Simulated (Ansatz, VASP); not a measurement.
CuI: VASP beside Ansatz

```
CELL_PARAMETERS angstrom
0.00000 2.96932 2.96932
2.96932 0.00000 2.96932
2.96932 2.96932 0.00000
ATOMIC_POSITIONS crystal
Cu 0.00000 0.00000 0.00000
I 0.25000 0.25000 0.25000
```

Alike in both runs: task single point; functional PBEsol; k mesh 8 × 8 × 8; occupations gaussian, width 0.02 eV; no spin polarisation.

|  | VASP | Ansatz |
| --- | --- | --- |
| version | VASP 6.6.1 | Ansatz 0.2.0 |
| potentials or method | VASP PAW PBE potentials, release 64 (Cu, I), cutoff 600 eV | scalar-relativistic, plane waves, PAW |
| valence electrons in the cell | 18 | 36 |

VASP gave:

- gap on the k mesh at the Fermi level (eV): 1.20
- least direct gap on the mesh (eV): 1.20
- pressure (GPa): 0.5

Estimate Ansatz's values.

gap on the k mesh at the Fermi level (eV): 1.17; least direct gap on the mesh (eV): 1.17; pressure (GPa): 0.0.

VASP's potentials were made for PBE, not for PBEsol, and Ansatz warns of the same on its side. VASP's potentials hold 18 valence electrons a cell and Ansatz's 36, so a difference there can come from the potentials and not from the codes.

Spin-orbit coupling is off throughout.
